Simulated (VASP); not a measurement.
# TiAl3 (I4mm) in VASP: notebook

The runs below take TiAl3 through single point, with PBEsol.

Everything below comes from runs of VASP 6.6.1. Logs are shortened: lines on timing, memory, paths and dates and some standing lists are left out, and cuts for length are marked.

### Step 1. The cell of the first run

Symmetry: I4mm, No. 107, tetragonal system. The conventional cell has a = 3.816 Å, b = 3.816 Å, c = 8.554 Å, α = 90.00°, β = 90.00°, γ = 90.00°. Ti (site symmetry 4mm) has 12 Al at 2.71 to 2.87 Å within 3.6 Å. Within 3.6 Å of Al (site symmetry 4mm) lie 4 Ti at 2.71 Å and 8 Al at 2.72 to 3.02 Å. Within 3.6 Å of Al (site symmetry 2mm) lie 8 Al at 2.70 to 3.02 Å and 4 Ti at 2.87 Å.

### Step 2. Single point, PBEsol (atom 2 (Al) moved -0.200 Å along Cartesian [0 0 1])

Input file INCAR:

```
SYSTEM = TiAl3
  PREC = Accurate
  ENCUT = 520
  EDIFF = 1E-7
  ISMEAR = 0
  SIGMA = 0.15
  LREAL = .FALSE.
  LASPH = .TRUE.
  NELM = 60
  ALGO = Fast
  ISIF = 2
  LWAVE = .FALSE.
  LCHARG = .TRUE.
  GGA = PS
  LELF = .TRUE.
  LVHAR = .TRUE.
  NBANDS = 18
```

Input file KPOINTS:

```
Automatic mesh
0
G
  18 18 18
  0 0 0
```

Input file POSCAR:

```
TiAl3
1.0
   -1.9077740733      1.9077740733      4.2769968076
    1.9077740733     -1.9077740733      4.2769968076
    1.9077740733      1.9077740733     -4.2769968076
Ti Al
1 3
Direct
    0.0000000000      0.0000000000      0.0000000000
    0.4766191081      0.4766191081      0.0000000000
    0.7500000000      0.2500000000      0.5000000000
    0.2500000000      0.7500000000      0.5000000000
```

Potentials or basis: VASP PAW PBE potentials, release 64 (Ti_sv, Al).

Run with:

```console
cat potpaw_PBE.64/Ti_sv/POTCAR potpaw_PBE.64/Al/POTCAR > POTCAR
mpirun -np 1 vasp_std > vasp.out
```

OUTCAR:

```text
SYSTEM = TiAl3
   PREC = Accurate
   ENCUT = 520
   EDIFF = 1E-7
   ISMEAR = 0
   LREAL = .FALSE.
   LASPH = .TRUE.
   NELM = 60
   ISIF = 2
   GGA = PS

 ion  position               nearest neighbor table
   1  0.000  0.000  0.000-   2 2.71   2 2.71   2 2.71   2 2.71   4 2.87   3 2.87   4 2.87   3 2.87
                             3 2.87   3 2.87   4 2.87   4 2.87
   2  0.477  0.477  0.000-   1 2.71   1 2.71   1 2.71   1 2.71   4 2.72   3 2.72   4 2.72   3 2.72
                             3 3.02   4 3.02   3 3.02   4 3.02
   3  0.750  0.250  0.500-   4 2.70   4 2.70   4 2.70   4 2.70   2 2.72   2 2.72   1 2.87   1 2.87
                             1 2.87   1 2.87   2 3.02   2 3.02
   4  0.250  0.750  0.500-   3 2.70   3 2.70   3 2.70   3 2.70   2 2.72   2 2.72   1 2.87   1 2.87
                             1 2.87   1 2.87   2 3.02   2 3.02

  LATTYP: Found a body centered tetragonal cell.
 ALAT       =     3.8155481466
 C/A-ratio  =     2.2418780439

  Lattice vectors:

 A1 = (  -1.9077740733,   1.9077740733,   4.2769968076)
 A2 = (   1.9077740733,  -1.9077740733,   4.2769968076)
 A3 = (   1.9077740733,   1.9077740733,  -4.2769968076)

Analysis of symmetry for initial positions (statically):
=====================================================================
 Subroutine PRICEL returns:
 Original cell was already a primitive cell.

 Routine SETGRP: Setting up the symmetry group for a
 body centered tetragonal supercell.

 Subroutine GETGRP returns: Found  8 space group operations
 (whereof  8 operations were pure point group operations)
 out of a pool of 16 trial point group operations.

The static configuration has the point symmetry C_4v.

Analysis of symmetry for dynamics (positions and initial velocities):
=====================================================================
 Subroutine PRICEL returns:
 Original cell was already a primitive cell.

 Routine SETGRP: Setting up the symmetry group for a
 body centered tetragonal supercell.

 Subroutine GETGRP returns: Found  8 space group operations
 (whereof  8 operations were pure point group operations)
 out of a pool of 16 trial point group operations.

The dynamic configuration has the point symmetry C_4v.

 Subroutine INISYM returns: Found  8 space group operations
 (whereof  8 operations are pure point group operations),
 and found     1 'primitive' translations

----------------------------------------------------------------------------------------

                                     Primitive cell

  volume of cell :      62.2663

  direct lattice vectors                    reciprocal lattice vectors
    -1.907774073  1.907774073  4.276996808     0.000000000  0.262085541  0.116904459
     1.907774073 -1.907774073  4.276996808     0.262085541  0.000000000  0.116904459
     1.907774073  1.907774073 -4.276996808     0.262085541  0.262085541  0.000000000

  length of vectors
     5.056867165  5.056867165  5.056867165     0.286976451  0.286976451  0.370644927

  position of ions in fractional coordinates (direct lattice)
     0.000000000  0.000000000  0.000000000
     0.476619108  0.476619108  0.000000000
     0.750000000  0.250000000  0.500000000
     0.250000000  0.750000000  0.500000000

  ion indices of the primitive-cell ions
   primitive index   ion index
                 1           1
                 2           2
                 3           3
                 4           4

----------------------------------------------------------------------------------------

 KPOINTS: Automatic mesh

Automatic generation of k-mesh.
 Grid dimensions read from file:
 generate k-points for:   18   18   18

 Generating k-lattice:

  Cartesian coordinates                     Fractional coordinates (reciprocal lattice)
     0.000000000  0.014560308  0.006494692     0.055555556  0.000000000  0.000000000
     0.014560308  0.000000000  0.006494692     0.000000000  0.055555556  0.000000000
     0.014560308  0.014560308  0.000000000     0.000000000  0.000000000  0.055555556

  Length of vectors
     0.015943136  0.015943136  0.020591385

  Shift w.r.t. Gamma in fractional coordinates (k-lattice)
     0.000000000  0.000000000  0.000000000

 Subroutine IBZKPT returns following result:
 ===========================================

 Found    480 irreducible k-points:

 Following reciprocal coordinates:
            Coordinates               Weight
  0.000000  0.000000  0.000000      1.000000
  0.055556  0.000000 -0.000000      8.000000
  0.111111  0.000000 -0.000000      8.000000
  0.166667  0.000000 -0.000000      8.000000
  0.222222  0.000000 -0.000000      8.000000
  0.277778  0.000000 -0.000000      8.000000
[... 16 lines left out ...]
 -0.277778  0.055556  0.000000     16.000000
 -0.222222  0.055556  0.000000     16.000000
 [... further k-points ...]
   k-points           NKPTS =    480   k-points in BZ     NKDIM =    480   number of bands    NBANDS=     18
   number of dos      NEDOS =    301   number of ions     NIONS =      4
   total plane-waves  NPLWV =  64000
   dimension x,y,z NGX =    40 NGY =   40 NGZ =   40
   dimension x,y,z NGXF=    80 NGYF=   80 NGZF=   80
   ions per type =               1   3
   NGX,Y,Z   is equivalent  to a cutoff of  13.15, 13.15, 13.15 a.u.
   NGXF,Y,Z  is equivalent  to a cutoff of  26.30, 26.30, 26.30 a.u.
 SYSTEM =  TiAl3
   PREC   = accura    normal or accurate (medium, high low for compatibility)
   ISTART =      0    job   : 0-new  1-cont  2-samecut
   ICHARG =      2    charge: 1-file 2-atom 10-const
   ISPIN  =      1    spin polarized calculation?
   LNONCOLLINEAR =      F non collinear calculations
   LSORBIT =      F    spin-orbit coupling
   LASPH  =      T    aspherical Exc in radial PAW
   ENCUT  =  520.0 eV  38.22 Ry    6.18 a.u.   9.40  9.40  9.40*2*pi/ulx,y,z
   NELM   =     60;   NELMIN=  2; NELMDL= -5     # of ELM steps
   EDIFF  = 0.1E-06   stopping-criterion for ELM
   LREAL  =      F    real-space projection
   EDIFFG = 0.1E-05   stopping-criterion for IOM
   NSW    =      0    number of steps for IOM
   IBRION =     -1    ionic relax: 0-MD 1-quasi-New 2-CG
   NFREE  =      0    steps in history (QN), initial steepest desc. (CG)
   ISIF   =      2    stress and relaxation
   ISYM   =      2    0-nonsym 1-usesym 2-fastsym
   POTIM  = 0.5000    time-step for ionic-motion
   TEBEG  =    0.0;   TEEND  =   0.0 temperature during run
   PSTRESS=    0.0 pullay stress
   NELECT =      21.0000    total number of electrons
   NUPDOWN=      -1.0000    fix difference up-down
   EMIN   =  10.00;   EMAX   =-10.00  energy-range for DOS
   EFERMI =   0.00;   METHOD = LEGACY
   ISMEAR =     0;   SIGMA  =   0.15  broadening in eV -4-tet -1-fermi 0-gaus
   EFERMI_NEDOS =   21; number of points for ismear=-14 and -15
   IALGO  =     68    algorithm
   IMIX   =      4    mixing-type and parameters
     AMIX     =   0.40;   BMIX     =  1.00
     AMIX_MAG =   1.60;   BMIX_MAG =  1.00
  volume/ion in A,a.u.               =      15.57       105.05
  Fermi-wavevector in a.u.,A,eV,Ry     =   1.139542  2.153422 17.667926  1.298556
  Thomas-Fermi vector in A             =   2.276245
   LORBIT       =      0    0 simple, 1 ext, 2 COOP (PROOUT), +10 PAW based schemes
   GGA     = PS    functional components
   LHFCALC =     F    Hartree Fock is set to
   AEXX    =    0.0000 exact exchange contribution
   IVDW    =     0    specifies the selected vdW correction
   LEPSILON=     F    determine dielectric tensor
   LRPA    =     F    only Hartree local field effects (RPA)
 non-spin polarized calculation
 RMM-DIIS sequential band-by-band and
 Gauss-broadening in eV      SIGMA  =   0.15
  energy-cutoff  :      520.00
  volume of cell :       62.27
 maximum number of plane-waves:      1696
 NGX is ok and might be reduce to    40
   NGX = 19   NGY = 19   NGZ = 19

 number of electron      20.9999999 magnetization

 Free energy of the ion-electron system (eV)
  ---------------------------------------------------
  ext. energy  EPLUGINS =         0.00000000
  ---------------------------------------------------
  free energy    TOTEN  =       -22.15136489 eV

  energy without entropy =      -22.13176661  energy(sigma->0) =      -22.14156575

 E-fermi :   8.3242     XC(G=0): -10.8914

 val. band max:        8.3239974104   @ k =  -0.2778  -0.3889   0.2222
 cond. band min:       8.3268691864   @ k =  -0.3889   0.0556   0.0000
 fundamental gap:      0.0028717760
 Fermi energy:         8.3241645816

 k-point     1 :       0.0000    0.0000    0.0000
  band No.  band energies     occupation
      1     -47.8773      2.00000
      2     -24.2964      2.00000
      3     -24.2964      2.00000
      4     -24.2203      2.00000
      5      -1.8436      2.00000
      6       5.4541      2.00000
[... 10 lines left out ...]
     17      12.1638      0.00000
     18      12.1638      0.00000

 k-point     2 :       0.0556    0.0000   -0.0000
  band No.  band energies     occupation
      1     -47.8773      2.00000
      2     -24.2973      2.00000
      3     -24.2963      2.00000
      4     -24.2203      2.00000
      5      -1.8050      2.00000
      6       5.2413      2.00000
[... 10 lines left out ...]
     17      12.1769      0.00000
     18      12.4048      0.00000

 k-point     3 :       0.1111    0.0000   -0.0000
  band No.  band energies     occupation
      1     -47.8772      2.00000
      2     -24.2998      2.00000
      3     -24.2961      2.00000
      4     -24.2202      2.00000
      5      -1.6895      2.00000
      6       4.9459      2.00000
[... 10 lines left out ...]
     17      12.2242      0.00000
     18      12.9575      0.00000

 k-point     4 :       0.1667    0.0000   -0.0000
  band No.  band energies     occupation
      1     -47.8770      2.00000
      2     -24.3037      2.00000
      3     -24.2959      2.00000
      4     -24.2200      2.00000
      5      -1.4983      2.00000
      6       4.6353      2.00000
[... 10 lines left out ...]
     17      12.3578      0.00000
     18      13.6622      0.00000

 k-point     5 :       0.2222    0.0000   -0.0000
  band No.  band energies     occupation
      1     -47.8767      2.00000
      2     -24.3085      2.00000
      3     -24.2956      2.00000
      4     -24.2198      2.00000
      5      -1.2332      2.00000
      6       4.2504      2.00000
[... 10 lines left out ...]
     17      12.6379      0.00000
     18      14.0770      0.00000

 k-point     6 :       0.2778    0.0000   -0.0000
  band No.  band energies     occupation
      1     -47.8765      2.00000
      2     -24.3135      2.00000
      3     -24.2952      2.00000
      4     -24.2195      2.00000
      5      -0.8972      2.00000
      6       3.7234      2.00000
[... 307 lines left out ...]
 k-point    21 :      -0.3889    0.0556    0.0000
  band No.  band energies     occupation
      1     -47.8760      2.00000
      2     -24.3220      2.00000
      3     -24.2955      2.00000
      4     -24.2190      2.00000
      5      -0.0726      2.00000
      6       2.5598      2.00000
[... 10 lines left out ...]
     17      13.2554      0.00000
     18      13.8281      0.00000

 k-point    22 :      -0.3333    0.0556    0.0000
  band No.  band energies     occupation
      1     -47.8762      2.00000
      2     -24.3182      2.00000
      3     -24.2957      2.00000
      4     -24.2191      2.00000
      5      -0.5269      2.00000
      6       3.2275      2.00000
[... 10 lines left out ...]
     17      13.1536      0.00000
     18      13.4582      0.00000

 k-point    23 :      -0.2778    0.0556    0.0000
  band No.  band energies     occupation
      1     -47.8765      2.00000
      2     -24.3134      2.00000
      3     -24.2961      2.00000
      4     -24.2193      2.00000
      5      -0.9194      2.00000
      6       3.8807      2.00000
[... 10 lines left out ...]
     17      12.6943      0.00000
     18      13.5059      0.00000

 k-point    24 :      -0.2222    0.0556    0.0000
  band No.  band energies     occupation
      1     -47.8767      2.00000
      2     -24.3084      2.00000
      3     -24.2964      2.00000
      4     -24.2196      2.00000
      5      -1.2441      2.00000
      6       4.4652      2.00000
[... 10 lines left out ...]
     17      12.6228      0.00000
     18      13.7865      0.00000

 [... further k-points ...]

------------------------ aborting loop because EDIFF is reached ----------------------------------------

  FORCE on cell =-STRESS in cart. coord.  units (eV):
  Direction    XX          YY          ZZ          XY          YZ          ZX
  --------------------------------------------------------------------------------------
  -------------------------------------------------------------------------------------
  Total        0.2809169      0.2809169      0.3121200      0.0000000     -0.0000000      0.0000000
  in kB        7.2282922      7.2282922      8.0311815      0.0000000     -0.0000000      0.0000000
  external PRESSURE =       7.4959220 kB  Pullay stress =       0.0000000 kB

 VOLUME and BASIS-vectors are now :
 -----------------------------------------------------------------------------
  energy-cutoff  :      520.00
  volume of cell :       62.27
      direct lattice vectors                 reciprocal lattice vectors
    -1.907774073  1.907774073  4.276996808     0.000000000  0.262085541  0.116904459
     1.907774073 -1.907774073  4.276996808     0.262085541  0.000000000  0.116904459
     1.907774073  1.907774073 -4.276996808     0.262085541  0.262085541  0.000000000

 POSITION                                       TOTAL-FORCE (eV/Angst)
 -----------------------------------------------------------------------------------
      0.00000      0.00000      0.00000        -0.000000     -0.000000      0.044887
      0.00000      0.00000      4.07700         0.000000      0.000000      0.882614
     -0.00000      1.90777      2.13850        -0.000000     -0.000000     -0.463750
      1.90777     -0.00000      2.13850        -0.000000     -0.000000     -0.463750
 -----------------------------------------------------------------------------------
    total drift:                                0.000000      0.000000     -0.000264

  FREE ENERGIE OF THE ION-ELECTRON SYSTEM (eV)
  ---------------------------------------------------
  free  energy   TOTEN  =       -22.1513648880 eV

  energy  without entropy=      -22.1317666112  energy(sigma->0) =      -22.14156575
```

Run time: 71 min. Hardware: 1 thread of AMD EPYC 7R13, shared host; peak memory 0.65 GiB.

What came out:

| Item | Value |
| --- | --- |
| Free energy | -22.1514 eV |
| Pressure | 0.7 GPa |
| Largest force | 0.883 eV/Å |
| Band gap on the k mesh | zero (an odd number of electrons rules out a gap without spin polarisation) |

Forces on the atoms (eV/Å):
```
Ti   0.000  0.000  0.045
Al   0.000  0.000  0.883
Al   0.000  0.000 -0.464
Al   0.000  0.000 -0.464
```

Caveat: the cell differs from its parent crystal (atom 2 (Al) moved -0.200 Å along Cartesian [0 0 1]); the PAW data sets were made with another functional, which shifts forces and pressure a little.

### Step 3. Single point, PBEsol (atom 2 (Al) moved +0.150 Å along Cartesian [0 0 1])

Input file INCAR:

```
SYSTEM = TiAl3
ALGO = Fast
EDIFF = 1E-6
ENCUT = 520
GGA = PS
ISIF = 2
ISMEAR = 0
LASPH = .True.
LCHARG = .True.
LELF = .True.
LREAL = .False.
LVHAR = .True.
LWAVE = .False.
NBANDS = 18
NELM = 60
PREC = Accurate
SIGMA = 0.15
```

Input file KPOINTS:

```
k-points
0
Gamma
  18 18 18
  0 0 0
```

POSCAR, as its differences from that of step 2:

```diff
@@ -9,3 +9,3 @@
     0.0000000000      0.0000000000      0.0000000000
-    0.4766191081      0.4766191081      0.0000000000
+    0.5175356689      0.5175356689      0.0000000000
     0.7500000000      0.2500000000      0.5000000000
```

Potentials or basis: VASP PAW PBE potentials, release 64 (Ti_sv, Al).

Run with:

```console
cat potpaw_PBE.64/Ti_sv/POTCAR potpaw_PBE.64/Al/POTCAR > POTCAR
mpirun -np 1 vasp_std > vasp.out
```

Run time: 52 min. Hardware: 1 thread of AMD EPYC 7R13, shared host; peak memory 0.64 GiB.

It converged, with:

```
Free energy            : -22.1896 eV
Pressure               : 0.5 GPa
Largest force          : 0.649 eV/Å
Band gap on the k mesh : zero (an odd number of electrons rules out a gap without spin polarisation)
```

Forces in eV/Å, atoms in the order of the input:
```
Ti   0.000  0.000 -0.034
Al   0.000  0.000 -0.649
Al   0.000  0.000  0.342
Al   0.000  0.000  0.342
```

Levels at points of the mesh, in eV from the Fermi level:
| k point | band 7 | band 8 | band 9 | band 10 | band 11 | band 12 | band 13 | band 14 | band 15 | band 16 |
| --- | --- | --- | --- | --- | --- | --- | --- | --- | --- | --- |
| (0.00, 0.00, 0.00) | -2.61 | -1.43 | -1.27 | -1.27 | 0.86 | 1.81 | 1.81 | 2.19 | 2.49 | 3.84 |
| (0.50, 0.00, 0.00) | -3.61 | -2.94 | -1.06 | -0.27 | 0.50 | 1.82 | 2.08 | 2.69 | 3.22 | 4.51 |
| (0.50, 0.50, 0.00) | -4.44 | -3.77 | -2.65 | -2.22 | -0.99 | 1.79 | 1.96 | 2.68 | 2.93 | 3.23 |
| (0.50, 0.50, 0.50) | -2.02 | -0.95 | -0.95 | -0.26 | 0.72 | 0.72 | 0.98 | 3.05 | 4.79 | 6.15 |

Caveat: the cell differs from its parent crystal (atom 2 (Al) moved +0.150 Å along Cartesian [0 0 1]); the PAW data sets were made with another functional, which shifts forces and pressure a little.
